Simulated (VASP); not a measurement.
# Zr2SiC2: single point with PBE

Crystal: Zr2SiC2.

```
Zr Si C
1.0
     3.79225    0.00000    0.00000
    -1.89612    3.28418    0.00000
     0.00000    0.00000    6.61498
Zr Si C
2 1 2
Cartesian
  0.0000 2.1895 1.6498
  1.8961 1.0947 4.9652
  0.0000 0.0000 3.3075
  0.0000 0.0000 5.2919
  0.0000 0.0000 1.3231
```

```
Program             : VASP 6.6.1
Task                : single point
Functional          : PBE
Potentials or basis : VASP PAW PBE potentials, release 64 (Zr_sv, Si, C)
Cutoff              : 520 eV
k mesh              : 6 × 6 × 4
Occupations         : gaussian, width 0.1 eV
Spin                : no spin polarisation
```

```yaml
Pressure: 0.2 GPa
Largest_force: 0.039 eV/Å
Band_gap_on_the_k_mesh: zero (band 18 reaches 8.25 eV, above the bottom of band 19 at 6.98 eV)
```

Forces in eV/Å, atoms in the order of the input:
```
Zr   0.000  0.000  0.009
Zr   0.000  0.000 -0.009
Si   0.000  0.000  0.000
C    0.000  0.000  0.039
C    0.000  0.000 -0.039
```

Stress tensor (GPa, compression positive):
```
0.04 0.00 0.00
0.00 0.04 0.00
0.00 0.00 0.44
```

Levels at points of the mesh, in eV from the Fermi level:
```csv
k point,band 14,band 15,band 16,band 17,band 18,band 19,band 20,band 21,band 22,band 23
"(0.00, 0.00, 0.00)",-3.09,-3.09,-2.69,-1.07,0.67,0.67,1.10,1.10,2.48,4.00
"(0.50, 0.00, 0.00)",-2.59,-2.06,-1.17,-1.03,-0.98,-0.26,1.23,2.14,2.33,2.79
"(0.00, 0.00, 0.50)",-3.54,-3.41,-3.41,0.45,0.82,0.82,1.43,1.43,1.64,3.54
"(0.50, 0.00, 0.50)",-3.41,-1.96,-1.61,-1.19,-0.41,0.49,1.37,1.64,2.04,3.18
```

Run time: 37 s on 1 thread of AMD EPYC 7R13 Processor (Zen 3) (shared host), peak memory 0.18 GiB.
